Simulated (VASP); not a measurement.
Co: single point with b88 exchange, pbe correlation

The system is Co.

```
Co
1.0
     2.50307    0.00000    0.00000
    -1.25154    2.16772    0.00000
     0.00000    0.00000    8.19467
Co
4
Cartesian
  1.2515 0.7226 6.1460
  0.0000 0.0000 4.0973
  0.0000 1.4451 2.0487
  0.0000 0.0000 0.0000
```

* Program: VASP 6.6.1
* Task: single point
* Functional: b88 exchange, pbe correlation
* Potentials or basis: VASP PAW PBE potentials, release 64 (Co)
* Cutoff: 600 eV
* k mesh: 12 × 12 × 4
* Occupations: fermi-dirac, width 0.05 eV
* Spin: collinear spin, ferromagnetic start
* Starting moments: [2.0, 2.0, 2.0, 2.0] μB
* Dipole correction: no
* Further INCAR settings: ALGO = Normal; EDIFF = 1e-06; NBANDS = 30

The pressure is -4.8 GPa. The net moment is 6.68 μB per cell and the site moments are Co +1.70, +1.68 (each value once) μB. The valence electrons inside the program's atomic spheres are Co 8.23.

Stress tensor (GPa, compression positive):
```
-3.70  0.00  0.00
 0.00 -3.70  0.00
 0.00  0.00 -7.02
```

Levels at points of the mesh, in eV from the Fermi level:
Spin up:
| k point | band 18 | band 19 | band 20 | band 21 | band 22 | band 23 | band 24 | band 25 | band 26 | band 27 |
| --- | --- | --- | --- | --- | --- | --- | --- | --- | --- | --- |
| (0.00, 0.00, 0.00) | -1.54 | -1.54 | -1.24 | -1.24 | -0.87 | -0.87 | -0.23 | 5.90 | 14.38 | 14.38 |
| (0.50, 0.00, 0.00) | -0.63 | -0.62 | -0.60 | 0.29 | 1.37 | 2.35 | 2.97 | 6.71 | 6.73 | 10.12 |
| (0.00, 0.00, 0.50) | -1.69 | -1.69 | -1.69 | -1.03 | -1.03 | -1.03 | -1.03 | 8.89 | 8.89 | 20.44 |
| (0.50, 0.00, 0.50) | -0.76 | -0.64 | -0.64 | 1.18 | 1.18 | 2.69 | 2.69 | 7.07 | 7.07 | 8.99 |
Spin down:
```
           k point  band 10  band 11  band 12  band 13  band 14  band 15  band 16  band 17  band 18  band 19
(0.00, 0.00, 0.00)    -1.05    -1.05    -0.79    -0.79    -0.75    -0.75    -0.26     0.09     0.09     0.41
(0.50, 0.00, 0.00)    -1.05    -0.76    -0.07    -0.03     0.55     1.15     1.17     1.19     1.20     1.24
(0.00, 0.00, 0.50)    -0.97    -0.97    -0.97    -0.88    -0.88    -0.88    -0.88     0.25     0.25     0.25
(0.50, 0.00, 0.50)    -0.79    -0.78    -0.78    -0.21    -0.21     0.80     0.80     1.17     1.17     1.26
```

Run time: 120 s on 1 thread of AMD EPYC 9R45 96-Core Processor (Zen 5), on a shared host, peak memory 0.24 GiB.

Caveat: the cell stands under tension; the PAW data sets were made with another functional, which shifts forces and pressure a little.
